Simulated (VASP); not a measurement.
HfO2: single point with LDA

The system is HfO2.

```xyz
3
Lattice="0.0000 2.5575 2.5575 2.5575 0.0000 2.5575 2.5575 2.5575 0.0000" Properties=species:S:1:pos:R:3 pbc="T T T"
Hf    0.0000    0.0000    0.0000
O     3.8363    3.8363    3.8363
O     1.2788    1.2788    1.2788
```

```yaml
Program: VASP 6.6.1
Task: single point
Functional: LDA
Potentials_or_basis: VASP PAW LDA potentials, release 64 (Hf_pv, O)
Cutoff: 520 eV
k_mesh: 9 × 9 × 9
Occupations: fermi-dirac, width 0.05 eV
Spin: no spin polarisation
```

```
Pressure               : -19.3 GPa
Band gap on the k mesh : 3.63 eV, indirect (least direct gap 3.75 eV)
```

Levels at points of the mesh, in eV from the valence-band top:
| k point | band 8 | band 9 | band 10 | band 11 | band 12 | band 13 | band 14 | band 15 |
| --- | --- | --- | --- | --- | --- | --- | --- | --- |
| (0.00, 0.00, 0.00) | -5.20 | -0.55 | -0.55 | -0.55 | 3.67 | 3.67 | 5.53 | 10.09 |

Wall time 7.8 s on 1 thread of Intel(R) Xeon(R) 6975P-C (Granite Rapids), with other jobs on the host, peak memory 0.15 GiB.

Caveat: spin-orbit coupling is left out, which moves the levels of the heavy elements. A k mesh can miss the band edges.
